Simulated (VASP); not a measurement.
# H4C in VASP: notebook, part 3 of 3

VASP 6.6.1. The steps go on from the part before.

## (6) Relaxation of the atoms, PBE+D3(BJ)

INCAR reads:

```
PREC = Accurate
ENCUT = 520
EDIFF = 1E-7
ISMEAR = -1
SIGMA = 0.05
LREAL = Auto
LASPH = T
NELM = 60
ALGO = Normal
ISIF = 2
LWAVE = F
LCHARG = F
GGA = PE
IVDW = 12
IBRION = 2
NSW = 35
EDIFFG = -0.3
```

KPOINTS reads:

```
Automatic mesh
0
Gamma
  1 1 1
```

POSCAR reads:

```
H4C
1.0
    7.6834750000      0.0000000000      0.0000000000
    0.0000000000      7.6834750000      0.0000000000
    0.0000000000      0.0000000000      7.6834750000
C H
8 32
Direct
    0.0050262000      0.7520556000      0.5552637000
    0.9327444000      0.4142406000      0.3632597000
    0.1997594000      0.7701600000      0.0822003000
    0.5878071000      0.2496749000      0.3530478000
    0.1471634000      0.1223041000      0.4062688000
    0.2046898000      0.4765320000      0.8161875000
    0.7647374000      0.6245098000      0.0555458000
    0.5699289000      0.8737623000      0.6261293000
    0.0838130000      0.6745415000      0.4663992000
   -0.0865534000      0.6676686000      0.6231215000
   -0.0664904000      0.8500550000      0.4818186000
    0.0893358000      0.8159574000      0.6497156000
    0.9384957000      0.3269859000      0.2516074000
    1.0636330000      0.4351851000      0.4136797000
    0.8518395000      0.3563838000      0.4643521000
    0.8770093000      0.5384076000      0.3233995000
    0.2519802000      0.8516435000      0.1858637000
    0.0645241000      0.8053474000      0.0579940000
    0.2069475000      0.6339363000      0.1209833000
    0.2755857000      0.7897129000     -0.0360399000
    0.6335261000      0.3817869000      0.3768990000
    0.6248820000      0.1664737000      0.4617478000
    0.6462218000      0.2002720000      0.2336336000
    0.4465985000      0.2501670000      0.3399108000
    0.1622597000      0.1626985000      0.2711648000
    0.2594474000      0.1655111000      0.4813563000
    0.1376416000     -0.0190550000      0.4125630000
    0.0293048000      0.1800619000      0.4599910000
    0.2560045000      0.5498416000      0.9262111000
    0.0645631000      0.4606523000      0.8311884000
    0.2664803000      0.3489703000      0.8114294000
    0.2317114000      0.5466639000      0.6959209000
    0.7676092000      0.4919685000      0.0051747000
    0.6779083000      0.6306603000      0.1675082000
    0.7179889000      0.7124497000     -0.0454187000
    0.8954430000      0.6629606000      0.0949191000
    0.6191366000      0.8802833000      0.4932807000
    0.6773034000      0.8479169000      0.7150979000
    0.4742135000      0.7695832000      0.6360273000
    0.5090619000      0.9972658000      0.6601114000
```

Potentials or basis: VASP PAW PBE potentials, release 64 (C, H).

Run with:

```sh
$ cat potpaw_PBE.64/C/POTCAR potpaw_PBE.64/H/POTCAR > POTCAR
$ mpirun -np 1 vasp_gam > vasp.out
```

OUTCAR:

```text
PREC = Accurate
   ENCUT = 520
   EDIFF = 1E-7
   ISMEAR = -1
   LREAL = Auto
   LASPH = T
   NELM = 60
   ISIF = 2
   GGA = PE
   IVDW = 12
   IBRION = 2
   NSW = 35
   EDIFFG = -0.3
 IVDW          = 12

 ion  position               nearest neighbor table
   1  0.005  0.752  0.555-  10 1.09  11 1.09   9 1.09  12 1.09
   2  0.933  0.414  0.363-  14 1.09  16 1.09  15 1.09  13 1.09
   3  0.200  0.770  0.082-  17 1.09  18 1.09  19 1.09  20 1.09
   4  0.588  0.250  0.353-  23 1.09  22 1.09  21 1.09  24 1.09
   5  0.147  0.122  0.406-  26 1.09  27 1.09  28 1.09  25 1.09
   6  0.205  0.477  0.816-  30 1.09  29 1.09  31 1.09  32 1.09
   7  0.765  0.625  0.056-  36 1.09  35 1.09  33 1.09  34 1.09
   8  0.570  0.874  0.626-  37 1.09  38 1.09  40 1.09  39 1.09
   9  0.084  0.675  0.466-   1 1.09
  10  0.913  0.668  0.623-   1 1.09
  11  0.934  0.850  0.482-   1 1.09
  12  0.089  0.816  0.650-   1 1.09
  13  0.938  0.327  0.252-   2 1.09
  14  0.064  0.435  0.414-   2 1.09
[... 24 lines left out ...]
  39  0.474  0.770  0.636-   8 1.09
  40  0.509  0.997  0.660-   8 1.09

  LATTYP: Found a simple cubic cell.
 ALAT       =     7.6834750000

  Lattice vectors:

 A1 = (   7.6834750000,   0.0000000000,   0.0000000000)
 A2 = (   0.0000000000,   7.6834750000,   0.0000000000)
 A3 = (   0.0000000000,   0.0000000000,   7.6834750000)

Analysis of symmetry for initial positions (statically):
=====================================================================
 Subroutine PRICEL returns:
 Original cell was already a primitive cell.

 Routine SETGRP: Setting up the symmetry group for a
 simple cubic supercell.

 Subroutine GETGRP returns: Found  1 space group operations
 (whereof  1 operations were pure point group operations)
 out of a pool of 48 trial point group operations.

The static configuration has the point symmetry C_1 .

Analysis of symmetry for dynamics (positions and initial velocities):
=====================================================================
 Subroutine PRICEL returns:
 Original cell was already a primitive cell.

 Routine SETGRP: Setting up the symmetry group for a
 simple cubic supercell.

 Subroutine GETGRP returns: Found  1 space group operations
[... 171 lines left out ...]
   EFERMI_NEDOS =   21; number of points for ismear=-14 and -15
   IALGO  =     38    algorithm
   IMIX   =      4    mixing-type and parameters
     AMIX     =   0.40;   BMIX     =  1.00
     AMIX_MAG =   1.60;   BMIX_MAG =  1.00
  volume/ion in A,a.u.               =      11.34        76.53
  Fermi-wavevector in a.u.,A,eV,Ry     =   0.852270  1.610557  9.882781  0.726364
  Thomas-Fermi vector in A             =   1.968532
   LORBIT       =      0    0 simple, 1 ext, 2 COOP (PROOUT), +10 PAW based schemes
   GGA     = PE    functional components
   LHFCALC =     F    Hartree Fock is set to
   AEXX    =    0.0000 exact exchange contribution
   IVDW    =    12    specifies the selected vdW correction
   LEPSILON=     F    determine dielectric tensor
   LRPA    =     F    only Hartree local field effects (RPA)
 conjugate gradient relaxation of ions
 non-spin polarized calculation
  energy-cutoff  :      520.00
  volume of cell :      453.60
 maximum number of plane-waves:      6099
 NGX is ok and might be reduce to    60
   NGX = 29   NGY = 29   NGZ = 29

--------------------------------------- Ionic step        1  -------------------------------------------

 number of electron      64.0000001 magnetization

 Free energy of the ion-electron system (eV)
  ---------------------------------------------------
  ext. energy  EPLUGINS =         0.00000000
  ---------------------------------------------------
  free energy    TOTEN  =      -190.40894501 eV

  energy without entropy =     -190.40894501  energy(sigma->0) =     -190.40894501

------------------------ aborting loop because EDIFF is reached ----------------------------------------

 Edisp (eV)   -1.23680

 E8    (eV) :    -0.2638
[... 219 lines left out ...]
  FREE ENERGIE OF THE ION-ELECTRON SYSTEM (eV)
  ---------------------------------------------------
  free  energy   TOTEN  =      -191.6974714716 eV

  energy  without entropy=     -191.6974714716  energy(sigma->0) =     -191.69747147

[... ionic steps 4 to 16 ...]

--------------------------------------- Ionic step       17  -------------------------------------------

 number of electron      64.0000000 magnetization

------------------------ aborting loop because EDIFF is reached ----------------------------------------
[... 151 lines left out ...]
--------------------------------------- Ionic step       19  -------------------------------------------

 number of electron      64.0000001 magnetization

 Free energy of the ion-electron system (eV)
  ---------------------------------------------------
  ext. energy  EPLUGINS =         0.00000000
  ---------------------------------------------------
  free energy    TOTEN  =      -191.35157186 eV

  energy without entropy =     -191.35157186  energy(sigma->0) =     -191.35157186

 E-fermi :  -4.7630     XC(G=0):  -5.7699

 val. band max:       -6.0160017024   @ k =   0.0000   0.0000   0.0000
 cond. band min:       0.7795040686   @ k =   0.0000   0.0000   0.0000
 fundamental gap:      6.7955057710
 Fermi energy:        -4.7630125561

 k-point     1 :       0.0000    0.0000    0.0000
  band No.  band energies     occupation
      1     -15.3659      2.00000
      2     -14.8495      2.00000
      3     -14.8119      2.00000
      4     -14.7991      2.00000
      5     -14.7495      2.00000
      6     -14.6405      2.00000
[... 36 lines left out ...]
     43       4.4693      0.00000
     44       4.6336      0.00000
 [bands above 44 left out]

------------------------ aborting loop because EDIFF is reached ----------------------------------------

 Edisp (eV)   -1.22074

 E8    (eV) :    -0.2595
[... 63 lines left out ...]
  FREE ENERGIE OF THE ION-ELECTRON SYSTEM (eV)
  ---------------------------------------------------
  free  energy   TOTEN  =      -192.5723130531 eV

  energy  without entropy=     -192.5723130530  energy(sigma->0) =     -192.57231305

 reached required accuracy - stopping structural energy minimisation
```

OSZICAR:

```text
N       E                     dE             d eps       ncg     rms          rms(c)
DAV:   1     0.396501913176E+03    0.39650E+03   -0.29022E+04   106   0.103E+03
DAV:   2    -0.153385018216E+03   -0.54989E+03   -0.49518E+03   135   0.227E+02
DAV:   3    -0.214112927960E+03   -0.60728E+02   -0.60410E+02   132   0.808E+01
[... 206 lines left out ...]
DAV:   4    -0.191351576487E+03   -0.13988E-04   -0.22388E-04   124   0.566E-02    0.211E-02
DAV:   5    -0.191351572131E+03    0.43564E-05   -0.34013E-05   132   0.229E-02    0.525E-03
DAV:   6    -0.191351571919E+03    0.21124E-06   -0.50066E-06   124   0.916E-03    0.297E-03
DAV:   7    -0.191351571841E+03    0.78706E-07   -0.10333E-06   132   0.453E-03    0.560E-04
DAV:   8    -0.191351571859E+03   -0.18147E-07   -0.22960E-07    92   0.179E-03
  19 F= -.19257231E+03 E0= -.19257231E+03  d E =-.192145E-01
```

CONTCAR:

```text
H4C
   1.00000000000000
     7.6834749999999996    0.0000000000000000    0.0000000000000000
     0.0000000000000000    7.6834749999999996    0.0000000000000000
     0.0000000000000000    0.0000000000000000    7.6834749999999996
  C               H
     8    32
Direct
     0.9997444311232108    0.7641750478676771    0.5732663502667953
     0.9426232166495792    0.4299815796529183    0.3611921295943476
     0.2152553626901733    0.8014610034817773    0.0997222493218948
     0.5689080011770197    0.2522623155729528    0.3387437446639261
     0.1678975346156255    0.0983933444283143    0.4177658661841092
     0.2136445484722080    0.4414061399082695    0.7961879537253201
[... 32 lines left out ...]
     0.4703782278725199    0.7623779268386695    0.6445219809057224
     0.4967945578664997    0.9920600873778910    0.6640279902192424

  0.00000000E+00  0.00000000E+00  0.00000000E+00
  0.00000000E+00  0.00000000E+00  0.00000000E+00
  0.00000000E+00  0.00000000E+00  0.00000000E+00
  0.00000000E+00  0.00000000E+00  0.00000000E+00
  0.00000000E+00  0.00000000E+00  0.00000000E+00
  0.00000000E+00  0.00000000E+00  0.00000000E+00
[... 32 lines left out ...]
  0.00000000E+00  0.00000000E+00  0.00000000E+00
  0.00000000E+00  0.00000000E+00  0.00000000E+00
```

Run time: 11 min. Hardware: 1 thread of Intel Xeon Platinum 8488C (Sapphire Rapids), shared host; peak memory 0.51 GiB.

Results:

| Quantity | Value |
| --- | --- |
| Free energy | -192.5723 eV |
| Energy gained by relaxing | 23.2 meV/atom |
| Ionic steps | 19 |
| Pressure after relaxing | 1.6 GPa |
| Largest force after relaxing | 0.291 eV/Å |
| Band gap on the k mesh | 6.80 eV |
| Dispersion energy per atom | -0.031 eV |

Forces in eV/Å, atoms in the order of the input:
```
C    0.005  0.034  0.066
C    0.038  0.012  0.030
C    0.103 -0.008 -0.033
C   -0.074  0.021 -0.079
C   -0.063 -0.081  0.024
C    0.017 -0.053  0.045
C   -0.064  0.025 -0.067
C   -0.043 -0.007  0.021
H    0.123 -0.022  0.006
H   -0.111 -0.150  0.137
H   -0.127  0.074 -0.049
H    0.048  0.137  0.213
H   -0.044 -0.101 -0.131
H    0.103 -0.012 -0.007
H    0.014 -0.047  0.072
H   -0.049  0.032 -0.036
H    0.164  0.023  0.007
H   -0.082  0.059 -0.093
H    0.003 -0.137  0.014
H    0.042 -0.043 -0.213
H    0.039  0.205 -0.011
H    0.067 -0.065  0.095
H    0.164 -0.034 -0.143
H   -0.072  0.003 -0.096
H    0.025  0.081 -0.086
H    0.067  0.201  0.200
H    0.039 -0.061  0.085
H   -0.174  0.032  0.126
H    0.065 -0.027  0.038
H   -0.062 -0.005  0.006
H    0.054 -0.126  0.022
H    0.028  0.027 -0.067
H   -0.006 -0.102 -0.043
H   -0.089  0.017  0.064
H   -0.084  0.074 -0.105
H    0.067  0.015 -0.019
H   -0.013  0.003 -0.111
H    0.083  0.014  0.047
H   -0.098 -0.107  0.036
H   -0.104  0.096  0.039
```

The path:
```tsv
step	energy change (eV)	largest force (eV/Å)	pressure (GPa)
1	0.0000	0.7037	2.29
2	-0.0319	1.1421	1.95
3	-0.0517	0.6578	2.07
4	-0.1149	0.4877	1.87
5	-0.2263	0.4752	1.28
6	-0.2395	0.6028	1.01
7	-0.3125	0.4098	1.18
8	-0.3987	0.9193	1.68
9	-0.4551	0.5553	1.77
10	-0.5254	0.7376	2.06
11	-0.6026	0.6252	1.91
12	-0.7722	0.4212	1.42
13	-0.8206	0.7298	0.28
14	-0.8498	0.5257	0.75
15	-0.8704	0.6316	0.94
16	-0.8713	0.4427	0.91
17	-0.8919	0.3251	1.19
18	-0.9073	0.3111	1.71
19	-0.9266	0.2915	1.58
```

Final structure:
```yaml
crystal:
  lattice:
    - [7.68347, 0.00000, 0.00000]
    - [0.00000, 7.68347, 0.00000]
    - [0.00000, 0.00000, 7.68347]
  atoms:
    - { symbol: C, position: [0.99974, 0.76418, 0.57327] }
    - { symbol: C, position: [0.94262, 0.42998, 0.36119] }
    - { symbol: C, position: [0.21526, 0.80146, 0.09972] }
    - { symbol: C, position: [0.56891, 0.25226, 0.33874] }
    - { symbol: C, position: [0.16790, 0.09839, 0.41777] }
    - { symbol: C, position: [0.21364, 0.44141, 0.79619] }
    - { symbol: C, position: [0.74232, 0.62573, 0.04094] }
    - { symbol: C, position: [0.56150, 0.87035, 0.63006] }
    - { symbol: H, position: [0.09453, 0.70585, 0.48582] }
    - { symbol: H, position: [0.92339, 0.66178, 0.63377] }
    - { symbol: H, position: [0.91534, 0.84901, 0.49765] }
    - { symbol: H, position: [0.06727, 0.83995, 0.67201] }
    - { symbol: H, position: [0.92222, 0.34663, 0.24860] }
    - { symbol: H, position: [0.08165, 0.45000, 0.38103] }
    - { symbol: H, position: [0.88752, 0.36830, 0.47668] }
    - { symbol: H, position: [0.87935, 0.55489, 0.34101] }
    - { symbol: H, position: [0.26865, 0.88709, 0.19852] }
    - { symbol: H, position: [0.08396, 0.84529, 0.06802] }
    - { symbol: H, position: [0.20991, 0.66872, 0.15009] }
    - { symbol: H, position: [0.29836, 0.80649, 0.98496] }
    - { symbol: H, position: [0.59243, 0.39044, 0.35906] }
    - { symbol: H, position: [0.61089, 0.18028, 0.45351] }
    - { symbol: H, position: [0.64107, 0.20763, 0.22521] }
    - { symbol: H, position: [0.43114, 0.23033, 0.31765] }
    - { symbol: H, position: [0.17181, 0.15570, 0.28804] }
    - { symbol: H, position: [0.26846, 0.15450, 0.49935] }
    - { symbol: H, position: [0.19019, 0.95939, 0.40783] }
    - { symbol: H, position: [0.04072, 0.12102, 0.47469] }
    - { symbol: H, position: [0.27993, 0.50439, 0.90496] }
    - { symbol: H, position: [0.07349, 0.44041, 0.82108] }
    - { symbol: H, position: [0.26007, 0.30795, 0.78121] }
    - { symbol: H, position: [0.23922, 0.51390, 0.67670] }
    - { symbol: H, position: [0.74443, 0.49181, 0.99313] }
    - { symbol: H, position: [0.65221, 0.63432, 0.15051] }
    - { symbol: H, position: [0.69978, 0.71245, 0.93722] }
    - { symbol: H, position: [0.87252, 0.66225, 0.08341] }
    - { symbol: H, position: [0.60698, 0.87675, 0.49559] }
    - { symbol: H, position: [0.67270, 0.85049, 0.71575] }
    - { symbol: H, position: [0.47038, 0.76238, 0.64452] }
    - { symbol: H, position: [0.49679, 0.99206, 0.66403] }
```

Levels at points of the mesh, in eV from the valence-band top:
```csv
k point,band 28,band 29,band 30,band 31,band 32,band 33,band 34,band 35,band 36,band 37
"(0.00, 0.00, 0.00)",-0.55,-0.42,-0.30,-0.15,0.00,6.80,8.74,8.84,8.98,9.30
```

Caveat: the k points lie up to 0.82 Å⁻¹ apart; the relaxation stopped at a loose force limit of 0.3 eV/Å, so its end isn't a converged minimum.
